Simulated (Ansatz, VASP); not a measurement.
# GeP5 in VASP and in Ansatz

```xyz
6
Lattice="-2.9578 2.9578 4.0455 2.9578 -2.9578 4.0455 2.9578 2.9578 -4.0455" Properties=species:S:1:pos:R:3 pbc="T T T"
Ge    0.0000    0.0000    0.0000
P     2.9578    0.0000    3.0770
P     0.0000    2.9578    3.0770
P     0.0000    2.9578    0.9686
P     2.9578    0.0000    0.9686
P     0.0000    0.0000    4.0455
```

Alike in both runs: task relaxation of cell and atoms; functional PBE; k mesh 4 × 4 × 4; occupations gaussian, width 0.1 eV; no spin polarisation.

```csv
,VASP,Ansatz
version,VASP 6.6.1,Ansatz 0.2.0
potentials or method,"VASP PAW PBE potentials, release 64 (Ge_d, P), cutoff 600 eV","scalar-relativistic, plane waves, PAW"
valence electrons in the cell,39,39
```

|  | VASP | Ansatz | Ansatz less VASP |
| --- | --- | --- | --- |
| gap on the k mesh at the Fermi level, each at its own relaxed structure (eV) | none | none | - |
| relaxed volume (Å³/atom) | 18.08 | 18.46 | +0.384 |
| relaxed cell length with the largest relative difference (Å) | 5.916 | 5.769 | -0.1472 |

A gap of «none» marks a metal or a gap that the smearing closes.

The k mesh is coarse, so the values compare programs but aren't converged. Noted on VASP's run: the volume moved by over 15 % at a fixed basis, so the end points are rough.
